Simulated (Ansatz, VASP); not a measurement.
# Two plane-wave programs on EuRu3

```
Eu Ru
1.0
     4.08693    0.00000    0.00000
     0.00000    4.08693    0.00000
     0.00000    0.00000    4.08693
Eu Ru
1 3
Direct
  0.00000 0.00000 0.00000
  0.00000 0.50000 0.50000
  0.50000 0.50000 0.00000
  0.50000 0.00000 0.50000
```

Alike in both runs: task single point; functional PBE; k mesh 8 × 8 × 8; occupations gaussian, width 0.05 eV; collinear spin; Hubbard terms Eu f U = 6.0 eV.

```csv
,VASP,Ansatz
version,VASP 6.6.1,Ansatz 0.2.0
potentials or method,"VASP PAW PBE potentials, release 64 (Eu, Ru_sv), cutoff 560 eV","scalar-relativistic, plane waves, PAW"
valence electrons in the cell,65,65
```

|  | VASP | Ansatz | Ansatz less VASP |
| --- | --- | --- | --- |
| gap on the k mesh at the Fermi level (eV) | none | none | - |
| pressure (GPa) | -0.6 | -1.4 | -0.83 |
| traceless stress, the component that is largest in VASP (GPa) | 0.00 | 0.29 | +0.286 |
| net moment per atom (μB) | 1.22 | 1.31 | +0.090 |
| size of the moment on the site where the two differ most (μB) | 6.45 | 6.17 | -0.278 |

Site moments also hang on the region over which each program counts them. The programs project onto different local orbitals, so the same U acts differently, and such runs can settle in different states. A gap of «none» marks a metal or a gap that the smearing closes. Ansatz's warnings: filled band counts differ across k points.

Neither program's run includes spin-orbit coupling.
